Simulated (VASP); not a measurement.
A run of VASP 6.6.1 is set up as follows.

Contents of INCAR:

```
PREC = Accurate
ENCUT = 520
EDIFF = 1E-6
ISMEAR = 0
SIGMA = 0.1
LREAL = False
LASPH = True
NELM = 60
ALGO = Normal
ISIF = 2
LWAVE = False
LCHARG = False
GGA = PE
NBANDS = 30
```

KPOINTS

```
Automatic mesh
0
Gamma
  10 10 10
```

The input POSCAR:

```
Sn2As2Se
1.0
   -2.6554789697      2.6554789697      4.4423961483
    2.6554789697     -2.6554789697      4.4423961483
    2.6554789697      2.6554789697     -4.4423961483
Sn As Se
2 2 1
Direct
    0.7500000000      0.2500000000      0.5000000000
    0.2500000000      0.7500000000      0.5000000000
    0.1387530304      0.1387530304      0.0000000000
    0.8612469696      0.8612469696      0.0000000000
    0.5000000000      0.5000000000      0.0000000000
```

Potentials or basis: VASP PAW PBE potentials, release 64 (Sn_d, As, Se).

The run is started by

```bash
$ cat potpaw_PBE.64/Sn_d/POTCAR potpaw_PBE.64/As/POTCAR potpaw_PBE.64/Se/POTCAR > POTCAR
$ mpirun -np 1 vasp_std > vasp.out
```

(1) What does it give for the largest force?

(2) Predict the pressure.

(3) What does it give for the band gap on the k mesh?

Results:

(1) 0.025 eV/Å.

(2) 0.0 GPa.

(3) zero (bands 22 and 23 overlap by 2.80 eV).

Caveat: spin-orbit coupling is left out, which moves the levels of the heavy elements.
